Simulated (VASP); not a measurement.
# In (P4/nmm) in VASP: notebook, part 2 of 2

VASP 6.6.1.

## 3. Single point, PBE

This run uses another cell than the first one, of 31.17 Å³/atom.

The input, INCAR:

```
PREC     = Accurate       # precision mode
ENCUT    = 520            # plane-wave cutoff, eV
EDIFF    = 1E-6           # SCF threshold, eV
ISMEAR   = 0              # smearing method
SIGMA    = 0.1            # smearing width, eV
LREAL    = F              # projectors in reciprocal space
LASPH    = T              # aspherical terms in the spheres
NELM     = 60             # most SCF steps
ALGO     = Normal         # electronic algorithm
ISIF     = 2              # what is computed and relaxed
LWAVE    = F              # write WAVECAR
LCHARG   = T              # write CHGCAR
GGA      = PE             # functional
LELF     = T              # ELF
LVHAR    = T            
NBANDS   = 20             # bands
```

The input, KPOINTS:

```
Automatic mesh
0
Gamma
  4 4 4
```

The input, POSCAR:

```
In
1.0
    3.8045969100      0.0000000000      0.0000000000
    0.0000000000      3.8045969100      0.0000000000
    0.0000000000      0.0000000000      4.3064575000
In
2
Direct
    0.5000000000      0.0000000000      0.3907971100
    0.0000000000      0.5000000000      0.6092028900
```

Potentials or basis: VASP PAW PBE potentials, release 64 (In_d).

Launch:

```bash
$ cat potpaw_PBE.64/In_d/POTCAR > POTCAR
$ mpirun -np 1 vasp_std > vasp.out
```

OUTCAR:

```text
PREC = Accurate
   ENCUT = 520
   EDIFF = 1E-6
   ISMEAR = 0
   LREAL = F
   LASPH = T
   NELM = 60
   ISIF = 2
   GGA = PE

 ion  position               nearest neighbor table
   1  0.500  0.000  0.391-   2 2.85   2 2.85   2 2.85   2 2.85
   2  0.000  0.500  0.609-   1 2.85   1 2.85   1 2.85   1 2.85

  LATTYP: Found a simple tetragonal cell.
 ALAT       =     3.8045969100
 C/A-ratio  =     1.1319090043

  Lattice vectors:

 A1 = (   3.8045969100,   0.0000000000,   0.0000000000)
 A2 = (   0.0000000000,   3.8045969100,   0.0000000000)
 A3 = (   0.0000000000,   0.0000000000,   4.3064575000)

Analysis of symmetry for initial positions (statically):
=====================================================================
 Subroutine PRICEL returns:
 Original cell was already a primitive cell.

 Routine SETGRP: Setting up the symmetry group for a
 simple tetragonal supercell.

 Subroutine GETGRP returns: Found 16 space group operations
 (whereof  8 operations were pure point group operations)
 out of a pool of 16 trial point group operations.

The static configuration has the point symmetry D_2d.
 The point group associated with its full space group is D_4h.

Analysis of symmetry for dynamics (positions and initial velocities):
=====================================================================
 Subroutine PRICEL returns:
 Original cell was already a primitive cell.

 Routine SETGRP: Setting up the symmetry group for a
 simple tetragonal supercell.

 Subroutine GETGRP returns: Found 16 space group operations
 (whereof  8 operations were pure point group operations)
 out of a pool of 16 trial point group operations.

The dynamic configuration has the point symmetry D_2d.
 The point group associated with its full space group is D_4h.

 Subroutine INISYM returns: Found 16 space group operations
 (whereof  8 operations are pure point group operations),
 and found     1 'primitive' translations
[... 101 lines left out ...]
   EMIN   =  10.00;   EMAX   =-10.00  energy-range for DOS
   EFERMI =   0.00;   METHOD = LEGACY
   ISMEAR =     0;   SIGMA  =   0.10  broadening in eV -4-tet -1-fermi 0-gaus
   EFERMI_NEDOS =   21; number of points for ismear=-14 and -15
   IALGO  =     38    algorithm
   IMIX   =      4    mixing-type and parameters
     AMIX     =   0.40;   BMIX     =  1.00
     AMIX_MAG =   1.60;   BMIX_MAG =  1.00
  volume/ion in A,a.u.               =      31.17       210.33
  Fermi-wavevector in a.u.,A,eV,Ry     =   1.223170  2.311456 20.356284  1.496145
  Thomas-Fermi vector in A             =   2.358290
   LORBIT       =      0    0 simple, 1 ext, 2 COOP (PROOUT), +10 PAW based schemes
   GGA     = PE    functional components
   LHFCALC =     F    Hartree Fock is set to
   AEXX    =    0.0000 exact exchange contribution
   IVDW    =     0    specifies the selected vdW correction
   LEPSILON=     F    determine dielectric tensor
   LRPA    =     F    only Hartree local field effects (RPA)
 non-spin polarized calculation
 Gauss-broadening in eV      SIGMA  =   0.10
  energy-cutoff  :      520.00
  volume of cell :       62.34
 maximum number of plane-waves:      1690
   NGX = 15   NGY = 15   NGZ = 17

 number of electron      25.9999981 magnetization

 Free energy of the ion-electron system (eV)
  ---------------------------------------------------
  ext. energy  EPLUGINS =         0.00000000
  ---------------------------------------------------
  free energy    TOTEN  =        -4.37942719 eV

  energy without entropy =       -4.36511506  energy(sigma->0) =       -4.37227113

 E-fermi :   5.8748     XC(G=0):  -9.2641

 val. band max:        5.4208277103   @ k =   0.0000   0.0000   0.0000
 cond. band min:       5.9396367477   @ k =   0.5000   0.0000   0.2500
 fundamental gap:      0.5188090374
 Fermi energy:         5.8747846811

 k-point     1 :       0.0000    0.0000    0.0000
  band No.  band energies     occupation
      1      -9.6118      2.00000
      2      -9.4986      2.00000
      3      -9.1443      2.00000
      4      -9.0653      2.00000
      5      -9.0536      2.00000
      6      -9.0536      2.00000
[... 403 lines left out ...]
     19      21.2682      0.00000
     20      21.2682      0.00000

------------------------ aborting loop because EDIFF is reached ----------------------------------------

  FORCE on cell =-STRESS in cart. coord.  units (eV):
  Direction    XX          YY          ZZ          XY          YZ          ZX
  --------------------------------------------------------------------------------------
  -------------------------------------------------------------------------------------
  Total        3.0308964      3.0308964     -0.9370009      0.0000000      0.0000000      0.0000000
  in kB       77.9012102     77.9012102    -24.0831414      0.0000000      0.0000000      0.0000000
  external PRESSURE =      43.9064264 kB  Pullay stress =       0.0000000 kB

 VOLUME and BASIS-vectors are now :
 -----------------------------------------------------------------------------
  energy-cutoff  :      520.00
  volume of cell :       62.34
      direct lattice vectors                 reciprocal lattice vectors
     3.804596910  0.000000000  0.000000000     0.262839934  0.000000000  0.000000000
     0.000000000  3.804596910  0.000000000     0.000000000  0.262839934  0.000000000
     0.000000000  0.000000000  4.306457500     0.000000000  0.000000000  0.232209420

 POSITION                                       TOTAL-FORCE (eV/Angst)
 -----------------------------------------------------------------------------------
      1.90230      0.00000      1.68295        -0.000000      0.000000     -0.956221
      0.00000      1.90230      2.62351         0.000000      0.000000      0.956221
 -----------------------------------------------------------------------------------
    total drift:                                0.000000      0.000000      0.000000

  FREE ENERGIE OF THE ION-ELECTRON SYSTEM (eV)
  ---------------------------------------------------
  free  energy   TOTEN  =        -4.3794271936 eV

  energy  without entropy=       -4.3651150610  energy(sigma->0) =       -4.37227113
```

OSZICAR:

```text
N       E                     dE             d eps       ncg     rms          rms(c)
DAV:   1     0.216220160294E+03    0.21622E+03   -0.13264E+04   720   0.173E+03
DAV:   2     0.122118072923E+02   -0.20401E+03   -0.20037E+03   728   0.374E+02
DAV:   3    -0.393708323404E+01   -0.16149E+02   -0.16072E+02   824   0.122E+02
DAV:   4    -0.444129991547E+01   -0.50422E+00   -0.50369E+00   848   0.243E+01
DAV:   5    -0.446952460308E+01   -0.28225E-01   -0.28220E-01  1076   0.478E+00    0.418E+00
DAV:   6    -0.439709514944E+01    0.72429E-01   -0.10648E-01  1004   0.481E+00    0.189E+00
DAV:   7    -0.437982647164E+01    0.17269E-01   -0.54624E-02  1116   0.265E+00    0.413E-01
DAV:   8    -0.437941145861E+01    0.41501E-03   -0.43539E-03   820   0.650E-01    0.153E-01
DAV:   9    -0.437943115585E+01   -0.19697E-04   -0.29185E-04  1064   0.144E-01    0.468E-02
DAV:  10    -0.437942645840E+01    0.46974E-05   -0.28726E-05   948   0.492E-02    0.163E-02
DAV:  11    -0.437942749587E+01   -0.10375E-05   -0.27387E-06   684   0.126E-02    0.386E-03
DAV:  12    -0.437942719361E+01    0.30225E-06   -0.34946E-07   480   0.618E-03
   1 F= -.43794272E+01 E0= -.43722711E+01  d E =-.143121E-01
```

stdout:

```text
POSCAR found type information on POSCAR In
 POSCAR found :  1 types and       2 ions
 scaLAPACK will be used
 LDA part: xc-table for (Slater+PW92), standard interpolation
 POSCAR, INCAR and KPOINTS ok, starting setup
 FFT: planning ... GRIDC
 FFT: planning ... GRID_SOFT
 FFT: planning ... GRID
 WAVECAR not read
 entering main loop
```

It took 20 s on 1 thread of Intel Xeon 8259CL, shared host; peak memory 0.17 GiB.

Results:

| Quantity | Value |
| --- | --- |
| Free energy | -4.3794 eV |
| Pressure | 4.4 GPa |
| Largest force | 0.956 eV/Å |
| Band gap on the k mesh | zero (bands 13 and 14 overlap by 5.27 eV) |

Forces on the atoms (eV/Å):
```
In   0.000  0.000 -0.956
In   0.000  0.000  0.956
```

Levels at points of the mesh, in eV from the Fermi level:
```tsv
k point	band 10	band 11	band 12	band 13	band 14	band 15	band 16	band 17
(0.00, 0.00, 0.00)	-14.38	-9.30	-0.45	1.05	1.05	1.61	3.15	5.36
(0.50, 0.00, 0.00)	-14.58	-6.48	-6.48	2.12	2.12	4.42	4.42	5.29
(0.50, 0.50, 0.00)	-14.81	-3.79	-3.79	-3.15	-3.15	4.33	4.33	6.79
(0.00, 0.00, 0.50)	-14.38	-8.55	-4.19	1.71	1.71	3.73	5.09	6.30
(0.50, 0.00, 0.50)	-14.58	-5.74	-5.74	-1.29	-1.29	4.97	4.97	6.87
(0.50, 0.50, 0.50)	-14.77	-3.10	-3.10	-2.44	-2.44	0.87	0.87	2.74
```

Caveat: the k points lie up to 0.41 Å⁻¹ apart, too coarse for converged energies and pressures of a metal; spin-orbit coupling is left out, which moves the levels of the heavy elements.

## 4. Single point, PBE

This run uses another cell than the first one, of 28.08 Å³/atom.

The input, INCAR:

```
SYSTEM = In
ALGO = Normal ; EDIFF = 1E-6
ENCUT = 520 ; GGA = PE
ISIF = 2 ; ISMEAR = 0
LASPH = .True. ; LCHARG = .True.
LELF = .True. ; LREAL = .False.
LVHAR = .True. ; LWAVE = .False.
NBANDS = 20 ; NELM = 80
PREC = Accurate ; SIGMA = 0.1
```

The input, KPOINTS:

```
k-points
0
Gamma
  4 4 6
  0 0 0
```

The input, POSCAR:

```
In
1.0
    3.8994971965      0.0000000000      0.0000000000
    0.0000000000      3.8994971965      0.0000000000
    0.0000000000      0.0000000000      3.6929395992
In
2
Direct
    0.5000000000      0.0000000000      0.2805273814
    0.0000000000      0.5000000000      0.7194726186
```

Launch:

```bash
$ cat potpaw_PBE.64/In_d/POTCAR > POTCAR
$ mpirun -np 1 vasp_std > vasp.out
```

Wall time 26 s (1 thread of Intel Xeon 8259CL, shared host); peak memory 0.17 GiB.

The run converged. Its results:

* Free energy: -4.9870 eV
* Pressure: -0.1 GPa
* Largest force: 0.035 eV/Å
* Band gap on the k mesh: zero (bands 13 and 14 overlap by 6.96 eV)

Forces on the atoms (eV/Å):
```
In   0.000  0.000 -0.035
In   0.000  0.000  0.035
```

Stress tensor (GPa, compression positive):
```
-0.19  0.00  0.00
 0.00 -0.19  0.00
 0.00  0.00  0.04
```

Levels at points of the mesh, in eV from the Fermi level:
```tsv
k point	band 11	band 12	band 13	band 14	band 15	band 16
(0.00, 0.00, 0.00)	-8.98	0.56	1.01	1.01	2.20	5.00
(0.50, 0.00, 0.00)	-6.31	-6.31	4.04	4.04	4.44	4.44
(0.50, 0.50, 0.00)	-4.07	-4.07	-2.92	-2.92	6.26	6.26
(0.00, 0.00, 0.50)	-6.37	-5.57	3.80	3.80	4.07	4.16
(0.50, 0.00, 0.50)	-3.81	-3.81	-2.59	-2.59	5.47	5.47
(0.50, 0.50, 0.50)	-2.34	-2.34	-0.12	-0.12	0.12	0.12
```

Caveat: the k points lie up to 0.40 Å⁻¹ apart, too coarse for converged energies and pressures of a metal; spin-orbit coupling is left out, which moves the levels of the heavy elements.

## 5. Relaxation of cell and atoms, PBE

This run uses another cell than the first one, of 31.17 Å³/atom.

The input, INCAR:

```
PREC = Accurate ; ENCUT = 600
EDIFF = 1E-7 ; ISMEAR = 0
SIGMA = 0.1 ; LREAL = F
LASPH = T ; NELM = 60
ALGO = Normal ; ISIF = 3
LWAVE = F ; LCHARG = F
GGA = PE ; IBRION = 2
NSW = 90 ; EDIFFG = -0.04
```

The input, KPOINTS:

```
Automatic mesh
0
Gamma
  4 4 4
```

The input, POSCAR:

```
In
1.0
    3.8045969100      0.0000000000      0.0000000000
    0.0000000000      3.8045969100      0.0000000000
    0.0000000000      0.0000000000      4.3064575000
In
2
Direct
    0.5000000000      0.0000000000      0.3907971100
    0.0000000000      0.5000000000      0.6092028900
```

Launch:

```bash
$ cat potpaw_PBE.64/In_d/POTCAR > POTCAR
$ mpirun -np 1 vasp_std > vasp.out
```

Wall time 6.9 min (1 thread of Intel Xeon 8259CL, shared host); peak memory 0.2 GiB.

The run converged. Its results:

```yaml
Free_energy: -5.1219 eV
Relaxed_volume: 29.35 Å³/atom
Relaxed_cell: a = 4.364 Å, b = 4.364 Å, c = 3.082 Å, α = 90.00°, β = 90.00°, γ = 90.00°
Space_group_after_relaxing_to_0.1_Å: P4/nmm (No. 129)
Energy_gained_by_relaxing: 371.2 meV/atom
Ionic_steps: 20
Pressure_after_relaxing: -0.1 GPa
Largest_force_after_relaxing: 0.025 eV/Å
Band_gap_on_the_k_mesh: zero (bands 13 and 14 overlap by 6.08 eV)
```

Forces on the atoms (eV/Å):
```
In   0.000  0.000 -0.025
In   0.000  0.000  0.025
```

Stress tensor (GPa, compression positive):
```
-0.19  0.00  0.00
 0.00 -0.19  0.00
 0.00  0.00  0.18
```

Step by step:
| step | energy change (eV) | largest force (eV/Å) | pressure (GPa) | volume (Å³) |
| --- | --- | --- | --- | --- |
| 1 | 0.0000 | 0.9562 | 4.43 | 62.34 |
| 2 | -0.2450 | 0.3071 | -1.82 | 70.23 |
| 3 | -0.2451 | 0.3198 | -1.68 | 69.96 |
| 4 | -0.3054 | 0.3328 | -1.60 | 67.27 |
| 5 | -0.4473 | 0.4233 | 0.59 | 59.28 |
| 6 | -0.0905 | 0.2588 | 18.92 | 43.70 |
| 7 | -0.4517 | 0.4465 | 1.72 | 57.30 |
| 8 | -0.5192 | 0.2023 | 6.75 | 50.45 |
| 9 | -0.5053 | 0.2396 | 4.60 | 52.67 |
| 10 | -0.5221 | 0.2196 | 6.10 | 51.08 |
| 11 | -0.5355 | 0.1914 | 6.32 | 50.80 |
| 12 | -0.5522 | 0.1297 | 6.60 | 50.02 |
| 13 | -0.5718 | 0.1315 | 6.24 | 50.49 |
| 14 | -0.6252 | 0.1406 | 5.16 | 51.91 |
| 15 | -0.6989 | 0.1076 | 2.40 | 54.83 |
| 16 | -0.7201 | 0.0232 | -1.39 | 61.00 |
| 17 | -0.7289 | 0.0487 | -0.40 | 58.96 |
| 18 | -0.7291 | 0.0524 | -0.25 | 58.69 |
| 19 | -0.7353 | 0.0454 | -0.22 | 58.70 |
| 20 | -0.7423 | 0.0247 | -0.06 | 58.70 |

Final structure:
```xyz
2
Lattice="4.3644 0.0000 0.0000 0.0000 4.3644 0.0000 0.0000 0.0000 3.0816" Properties=species:S:1:pos:R:3 pbc="T T T"
In    2.1822    4.3644    1.0601
In    0.0000    2.1822    2.0215
```

Levels at points of the mesh, in eV from the Fermi level:
```tsv
k point	band 11	band 12	band 13	band 14	band 15	band 16
(0.00, 0.00, 0.00)	-8.64	-1.70	-0.34	-0.34	3.94	7.23
(0.50, 0.00, 0.00)	-6.58	-6.58	2.10	2.10	2.82	2.82
(0.50, 0.50, 0.00)	-5.23	-5.23	-3.04	-3.04	10.02	10.35
(0.00, 0.00, 0.50)	-4.79	-3.63	2.21	2.49	3.08	3.08
(0.50, 0.00, 0.50)	-2.79	-2.79	-1.56	-1.56	4.96	4.96
(0.50, 0.50, 0.50)	-1.54	-1.54	-0.52	-0.52	0.42	0.42
```

Caveat: the k points lie up to 0.51 Å⁻¹ apart in the final cell, too coarse for converged energies and pressures of a metal; a cell axis changed by over 15 % at a fixed basis, so the end point is rough; spin-orbit coupling is left out, which moves the levels of the heavy elements.

## 6. Relaxation of cell and atoms, PBE

The input, INCAR:

```
SYSTEM = In
  PREC = Accurate
  ENCUT = 600
  EDIFF = 1E-6
  ISMEAR = 0
  SIGMA = 0.1
  LREAL = .False.
  LASPH = .True.
  NELM = 80
  ALGO = Normal
  ISIF = 3
  LWAVE = .False.
  LCHARG = .False.
  GGA = PE
  IBRION = 2
  NSW = 90
  EDIFFG = -0.04
```

The input, KPOINTS:

```
regular mesh
0
Gamma
  4 4 6
  0 0 0
```

The input, POSCAR:

```
In
1.0
    3.8937787476      0.0000000000      0.0000000000
    0.0000000000      3.8937787476      0.0000000000
    0.0000000000      0.0000000000      3.6409928460
In
2
Direct
    0.5000000000      0.0000000000      0.2894087385
    0.0000000000      0.5000000000      0.7105912615
```

Potentials or basis: VASP PAW PBE potentials, release 64 (In_d).

Launch:

```bash
$ cat potpaw_PBE.64/In_d/POTCAR > POTCAR
$ mpirun -np 1 vasp_std > vasp.out
```

Wall time 9.2 min (1 thread of Intel Xeon 8259CL, shared host); peak memory 0.2 GiB.

It converged, with:

- Free energy: -5.1051 eV
- Relaxed volume: 26.71 Å³/atom
- Relaxed cell: a = 3.620 Å, b = 3.620 Å, c = 4.078 Å, α = 90.00°, β = 90.00°, γ = 90.00°
- Space group after relaxing (to 0.1 Å): I4/mmm (No. 139)
- Energy gained by relaxing: 63.8 meV/atom
- Ionic steps: 32
- Pressure after relaxing: 0.2 GPa
- Largest force after relaxing: 0.012 eV/Å
- Band gap on the k mesh: zero (bands 13 and 14 overlap by 8.12 eV)

Forces in eV/Å, atoms in the order of the input:
```
In   0.000  0.000  0.012
In   0.000  0.000 -0.012
```

The path:
```tsv
step	energy change (eV)	largest force (eV/Å)	pressure (GPa)	volume (Å³)
1	0.0000	0.1386	0.79	55.20
2	-0.0055	0.0968	0.04	56.30
3	-0.0060	0.0838	-0.15	56.65
4	-0.0060	0.0791	-0.23	56.76
5	-0.0071	0.0695	-0.15	56.59
6	-0.0107	0.0622	-0.04	56.12
7	-0.0363	0.0772	0.11	55.18
8	-0.0731	0.0991	0.94	53.28
9	-0.0734	0.1001	1.04	53.12
10	-0.0737	0.0993	1.02	53.10
11	-0.0746	0.0940	1.05	53.04
12	-0.0767	0.0768	1.06	52.92
13	-0.0825	0.0348	1.12	52.67
14	-0.0946	0.0742	1.49	52.17
15	-0.0739	0.3797	2.95	51.12
16	-0.1007	0.0959	1.64	51.94
17	-0.0985	0.2093	2.21	51.55
18	-0.1011	0.1385	1.84	51.81
19	-0.1057	0.1545	1.68	52.02
20	-0.1122	0.2012	1.21	52.66
21	-0.1126	0.2160	1.04	52.84
22	-0.1155	0.1909	0.83	53.10
23	-0.1196	0.1432	0.34	53.64
24	-0.1209	0.0581	-0.58	54.73
25	-0.1214	0.0885	-0.21	54.32
26	-0.1224	0.0829	-0.21	54.26
27	-0.1246	0.0646	-0.14	54.08
28	-0.1254	0.0634	0.07	53.71
29	-0.1256	0.0634	-0.04	53.82
30	-0.1267	0.0497	0.05	53.67
31	-0.1275	0.0058	0.25	53.39
32	-0.1275	0.0120	0.21	53.42
```

Final structure:
```xyz
2
Lattice="3.6195 0.0000 0.0000 0.0000 3.6195 0.0000 0.0000 0.0000 4.0777" Properties=species:S:1:pos:R:3 pbc="T T T"
In    1.8098    0.0000    1.0156
In    0.0000    1.8098    3.0622
```

Levels at points of the mesh, in eV from the Fermi level:
```
           k point  band 11  band 12  band 13  band 14  band 15  band 16
(0.00, 0.00, 0.00)    -9.48    -0.25     0.25     2.03     2.03     5.21
(0.50, 0.00, 0.00)    -6.34    -6.34     3.28     3.28     3.70     3.70
(0.50, 0.50, 0.00)    -3.41    -3.41    -2.89    -2.89     4.82     4.82
(0.00, 0.00, 0.50)    -7.04    -7.00     4.84     4.84     4.88     4.88
(0.50, 0.00, 0.50)    -4.23    -4.23    -3.28    -3.28     6.41     6.41
(0.50, 0.50, 0.50)    -2.33    -2.33    -0.11    -0.11    -0.08    -0.08
```

Caveat: the k points lie up to 0.43 Å⁻¹ apart in the final cell, too coarse for converged energies and pressures of a metal; spin-orbit coupling is left out, which moves the levels of the heavy elements.

## 7. Summary

```csv
task,cell,k mesh,cutoff (eV),gap on the mesh (eV),pressure (GPa),relaxed volume (Å³/atom),largest force (eV/Å)
single point,"a = 3.894, b = 3.894, c = 3.641 Å, 2 atoms, atomic positions A",4 × 4 × 4,520,none,-0.1,-,-
single point,"a = 3.805, b = 3.805, c = 4.306 Å, 2 atoms, atomic positions B",4 × 4 × 4,520,none,4.4,-,0.96
single point,"a = 3.899, b = 3.899, c = 3.693 Å, 2 atoms, atomic positions C",4 × 4 × 6,520,none,-0.1,-,0.03
relaxation of cell and atoms,"relaxed from a = 3.805, b = 3.805, c = 4.306 Å, 2 atoms, atomic positions B",4 × 4 × 4,600,none,-0.1,29.35,0.02
relaxation of cell and atoms,"relaxed from a = 3.894, b = 3.894, c = 3.641 Å, 2 atoms, atomic positions A",4 × 4 × 6,600,none,0.2,26.71,0.01
```

Alike in all rows: level PBE; potentials or basis VASP PAW PBE potentials, release 64 (In_d); no spin polarisation; smearing gaussian 0.1 eV.

Caveats: all runs use coarse meshes; spin-orbit coupling is left out, which moves the levels of the heavy elements; a cell axis changed by over 15 % at a fixed basis, so the end point is rough (at least some runs).

Total energies depend on the potentials used, so only differences within one code and one set of settings carry meaning.
